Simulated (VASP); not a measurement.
Runs of VASP 6.6.1 on NaI. The structure is that of space group P2/m (No. 10), or close to it. The cells are those of the table. 

```tsv
cell	gap on the mesh (eV)	pressure (GPa)
a = 4.796, b = 4.102, c = 6.314 Å, angles 90.0, 101.9, 90.0°, 4 atoms	1.22	(a)
a = 4.826, b = 4.102, c = 6.359 Å, angles 90.0, 107.7, 90.0°, 4 atoms	(c)	(b)
a = 4.778, b = 4.102, c = 6.286 Å, angles 90.0, 96.0, 90.0°, 4 atoms	2.02	1.3
a = 4.826, b = 4.102, c = 6.604 Å, angles 90.0, 107.4, 90.0°, 4 atoms	0.50	2.5
```

Alike in all rows: task single point; level PBE+D3(BJ); potentials or basis VASP PAW PBE potentials, release 64 (Na_pv, I); no spin polarisation; k mesh 6 × 8 × 4; cutoff (eV) 520; smearing gaussian 0.05 eV.

Question: Fill in the values left out.

Answer: (a) 2.2; (b) 3.8; (c) 0.09.

Caveats: spin-orbit coupling is left out, which moves the levels of the heavy elements; semilocal functionals underestimate gaps, and a narrow one can read as zero (at least some runs); the stress differs along the axes, from -1 to 5 GPa (at least some runs); the stress differs along the axes, from -1 to 9 GPa (at least some runs); the stress differs along the axes, from -0 to 6 GPa (at least some runs).

A k mesh can miss the band edges, and the runs leave out spin-orbit coupling on I.
